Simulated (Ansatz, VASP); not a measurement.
# FeCo in VASP and in Ansatz

The input INCAR:

```
PREC     = Accurate       # precision mode
ENCUT    = 600            # plane-wave cutoff, eV
EDIFF    = 1E-6           # SCF threshold, eV
ISMEAR   = -1             # smearing method
SIGMA    = 0.1            # smearing width, eV
LREAL    = F              # projectors in reciprocal space
LASPH    = T              # aspherical terms in the spheres
NELM     = 120            # most SCF steps
ALGO     = Normal         # electronic algorithm
ISIF     = 2              # what is computed and relaxed
LWAVE    = F              # write WAVECAR
LCHARG   = T              # write CHGCAR
GGA      = PE             # functional
LELF     = T              # ELF
LVHAR    = T            
NBANDS   = 16             # bands
GGA_COMPAT= F
```

Contents of KPOINTS:

```
regular mesh
0
Gamma
  12 12 12
```

Contents of POSCAR:

```
FeCo
1.0
    2.8343050000      0.0000000000      0.0000000000
    0.0000000000      2.8343050000      0.0000000000
    0.0000000000      0.0000000000      2.8343050000
Co Fe
1 1
Direct
    0.0000000000      0.0000000000      0.0000000000
    0.5000000000      0.5000000000      0.5000000000
```

Input for Ansatz:

```yaml
crystal:
  lattice:
    - [2.834305, 0.0, 0.0]
    - [0.0, 2.834305, 0.0]
    - [0.0, 0.0, 2.834305]
  atoms:
    - { symbol: Co, position: [0.0, 0.0, 0.0] }
    - { symbol: Fe, position: [0.5, 0.5, 0.5] }
  symmetry: { tolerance: 0.0003 }
kpoints:
  mp_grid: { grid: [12, 12, 12], shift: [0, 0, 0] }
  band_path:
    path:
      - [0.0, 0.0, 0.0]
      - [0.0, 0.5, 0.0]
      - [0.5, 0.5, 0.0]
      - [0.0, 0.0, 0.0]
      - [0.5, 0.5, 0.5]
      - [0.0, 0.5, 0.0]
      - [0.5, 0.5, 0.5]
      - [0.5, 0.5, 0.0]
    npoints: 8
magnetization:
  spin_polarized: false
scf:
  occupations: { method: fermi_dirac }
  lower_state_search: "off"
  max_iter: 200
hamiltonian:
  pseudopotentials: { kind: paw }
  xc: pbe
basis:
  ecutwfc: 420
  fft_grid_basis: typed
output:
  forces: true
  stress: true
  eigenvalues: true
  bader: true
  populations: true
  elf: true
  write_potential: true
  volumetric_format: npy
  dos:
    e_range: [-12, 8]
    de: 0.05
    projected: { site_lists: { Co: [Co], Fe: [Fe] } }
checkpoint:
  read: saved_state
```

Alike in both runs: task single point; functional PBE; k mesh 12 × 12 × 12; no spin polarisation.

|  | VASP | Ansatz |
| --- | --- | --- |
| version | VASP 6.6.1 | Ansatz 0.2.0 |
| potentials or method | VASP PAW PBE potentials, release 64 (Co, Fe), cutoff 600 eV | PAW plane waves |
| occupations | fermi-dirac, width 0.1 eV | fermi-dirac |
| valence electrons in the cell | 17 | 33 |

Ansatz gave:

```
pressure (GPa) : -15.7
```

Problem. Which values does VASP return?

Solution. Pressure (GPa): -16.1.

VASP's potentials hold 17 valence electrons a cell and Ansatz's 33, so a difference there can come from the potentials and not from the codes.
